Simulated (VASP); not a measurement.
Input of a VASP 6.6.1 run:

Contents of INCAR:

```
SYSTEM = CuO
  PREC = Accurate
  ENCUT = 520
  EDIFF = 1E-7
  ISMEAR = -1
  SIGMA = 0.05
  LREAL = .FALSE.
  LASPH = .TRUE.
  NELM = 80
  ALGO = Normal
  ISIF = 2
  LWAVE = .FALSE.
  LCHARG = .FALSE.
  GGA = PE
  NBANDS = 16
```

KPOINTS

```
Automatic mesh
0
G
  11 11 10
  0 0 0
```

POSCAR

```
CuO
1.0
    2.8551092674      0.0000000000      0.0000000000
   -1.4275546287      2.4725971575      0.0000000000
    0.0000000000      0.0000000000      2.7864451870
Cu O
1 1
Direct
    0.0000000000      0.0000000000      0.0000000000
    0.6666666667      0.3333333333      0.5000000000
```

Potentials or basis: VASP PAW PBE potentials, release 64 (Cu, O).

Run with:

```sh
$ cat potpaw_PBE.64/Cu/POTCAR potpaw_PBE.64/O/POTCAR > POTCAR
$ mpirun -np 1 vasp_std > vasp.out
```

Task: Predict the pressure.

Result: -3.4 GPa.

Stress tensor (GPa, compression positive):
```
  0.21   0.00   0.00
  0.00   0.21   0.00
  0.00   0.00 -10.63
```

Caveat: an odd number of electrons without spin polarisation forces a metal; a magnetic or distorted state may lie lower.
